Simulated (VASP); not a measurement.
A run of VASP 6.6.1:

File INCAR:

```
PREC = Accurate
ENCUT = 520
EDIFF = 1E-7
ISMEAR = 0
SIGMA = 0.03
LREAL = F
LASPH = T
NELM = 80
ALGO = Normal
ISIF = 2
LWAVE = F
LCHARG = T
LELF = T
LVHAR = T
NBANDS = 16
```

Contents of KPOINTS:

```
regular mesh
0
Gamma
  10 10 10
```

File POSCAR:

```
Si
1.0
   -3.3254442900      3.3254442900      1.9800572298
    3.3254442900     -3.3254442900      1.9800572298
    3.3254442900      3.3254442900     -1.9800572298
Si
4
Direct
    0.1788010600      0.1788010600      0.3576021200
    0.8211989400      0.8211989400      0.6423978800
    0.1788010600      0.8211989400      0.0000000000
    0.8211989400      0.1788010600      0.0000000000
```

Potentials or basis: VASP PAW LDA potentials, release 64 (Si).

Run with:

```sh
$ cat potpaw_LDA.64/Si/POTCAR > POTCAR
$ mpirun -np 1 vasp_std > vasp.out
```

Hardware: 1 thread of Intel(R) Xeon(R) 6975P-C (Granite Rapids) (shared host).

Task: How long does it take, and how much memory?

Result: Run time: 57 s on 1 thread of Intel(R) Xeon(R) 6975P-C (Granite Rapids), on a shared host, peak memory 0.25 GiB. Counts: scf iterations 14, k points 102.
